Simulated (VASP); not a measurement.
Write the native input for VASP 6.6.1 that does the following.

```
Task                   : single point
Functional             : PBE
Potentials or basis    : VASP PAW PBE potentials, release 64 (P, B)
Cutoff                 : 420 eV
k mesh                 : 1 × 1 × 1, shifted
Occupations            : fermi-dirac, width 0.05 eV
Spin                   : no spin polarisation
Dipole correction      : no
Further INCAR settings : LREAL = Auto; ALGO = Normal; EDIFF = 1e-06; NBANDS = 70; ISYM = -1
```

The structure of B2P3 lies in POSCAR:

```
B2P3
1.0
    7.0141520000      0.0701380000     -0.0048670000
    0.0701380000      7.2226980000      0.0539610000
   -0.0048670000      0.0539610000      7.2453270000
P B
15 10
Direct
    0.3073512256      0.7576737533      0.6792553386
    0.5920571785      0.9403280939      0.8795509848
    0.6285146887      0.3490700923      0.2060076529
    0.0954850374      0.0301548581      0.8495105244
    0.5766038690      0.9453539665      0.3569792068
    0.8401802684      0.8973757150      0.1578483437
    0.8848447383      0.2675509029      0.8906875045
    0.5598507025      0.6822852469      0.4820315217
    0.1230687136      0.6887170458      0.4483048336
    0.0730666438      0.1779964021      0.3975462738
    0.3148387731      0.9205162914      0.1619440145
    0.2007634237      0.3430673748      0.1822948580
    0.8608724558      0.5654928554      0.5760829437
    0.3303153678      0.2098289938      0.7567666804
    0.1584121623      0.4923810822      0.7469919048
    0.7097677797      0.1346143300      0.0478059190
    0.6775157416      0.4913499405      0.8526188997
    0.8302293613      0.3270785321      0.4354981137
    0.4416206607      0.7322569993      0.0239329499
    0.0780209107      0.9337915842      0.3050751747
    0.8357048508      0.6420746931      0.0570547586
    0.0043582356      0.4876206608      0.0043281294
    0.5820287014      0.5602891127      0.0563669484
    0.2801470415      0.1536207191      0.0202551173
    0.7364736962      0.3471029650      0.6820540183
```

These files were run (other wordings do the same):

INCAR

```
PREC     = Accurate       # precision mode
ENCUT    = 420            # plane-wave cutoff, eV
EDIFF    = 1E-6           # SCF threshold, eV
ISMEAR   = -1             # smearing method
SIGMA    = 0.05           # smearing width, eV
LREAL    = Auto         
LASPH    = True           # aspherical terms in the spheres
NELM     = 120            # most SCF steps
ALGO     = Normal         # electronic algorithm
ISIF     = 2              # what is computed and relaxed
LWAVE    = False          # write WAVECAR
LCHARG   = False          # write CHGCAR
GGA      = PE             # functional
ISYM     = -1           
NBANDS   = 70             # bands
GGA_COMPAT= False
```

KPOINTS

```
explicit points
1
Reciprocal
  0.25000000   0.25000000   0.25000000 1
```

Potentials or basis: VASP PAW PBE potentials, release 64 (P, B).

The run is started by

```bash
$ cat potpaw_PBE.64/P/POTCAR potpaw_PBE.64/B/POTCAR > POTCAR
$ mpirun -np 1 vasp_std > vasp.out
```

Results of the run:

```yaml
Pressure: -1.9 GPa
Largest_force: 2.615 eV/Å
Band_gap_on_the_k_mesh: zero (an odd number of electrons rules out a gap without spin polarisation)
```

Caveat: the atoms stand as in a frame of molecular dynamics; an odd number of electrons without spin polarisation forces a metal; a magnetic or distorted state may lie lower.

It took 89 s on 1 thread of Intel Xeon 8259CL (shared host), peak memory 0.32 GiB.
